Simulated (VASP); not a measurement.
A run of VASP 6.6.1 is set up as follows.

INCAR

```
ALGO = Normal
EDIFF = 1E-6
ENCUT = 500
GGA = PE
GGA_COMPAT = F
ISIF = 2
ISMEAR = 0
LASPH = T
LCHARG = T
LELF = T
LREAL = F
LVHAR = T
LWAVE = F
NBANDS = 23
NELM = 120
PREC = Accurate
SIGMA = 0.2
```

The input KPOINTS:

```
k-points
0
Gamma
  6 6 6
```

POSCAR

```
Si4Ge
1.0
   -2.2938000634      2.2938000634      4.1494748396
    2.2938000634     -2.2938000634      4.1494748396
    2.2938000634      2.2938000634     -4.1494748396
Si Ge
4 1
Direct
    0.3601314887      0.3601314887      0.0000000000
    0.6398685113      0.6398685113      0.0000000000
    0.7500000000      0.2500000000      0.5000000000
    0.2500000000      0.7500000000      0.5000000000
    0.0000000000      0.0000000000      0.0000000000
```

Potentials or basis: VASP PAW PBE potentials, release 64 (Si, Ge_d).

Command:

```bash
$ cat potpaw_PBE.64/Si/POTCAR potpaw_PBE.64/Ge_d/POTCAR > POTCAR
$ mpirun -np 1 vasp_std > vasp.out
```

Q: What does it give for the band gap on the k mesh?

A: Zero (band 15 reaches 9.43 eV, above the bottom of band 16 at 6.13 eV).

Q: Estimate the pressure.

A: 0.2 GPa.

Q: Estimate the largest force.

A: 0.023 eV/Å.

Forces in eV/Å, atoms in the order of the input:
```
Si   0.000  0.000  0.023
Si   0.000  0.000 -0.023
Si   0.000  0.000  0.000
Si   0.000  0.000  0.000
Ge   0.000  0.000  0.000
```
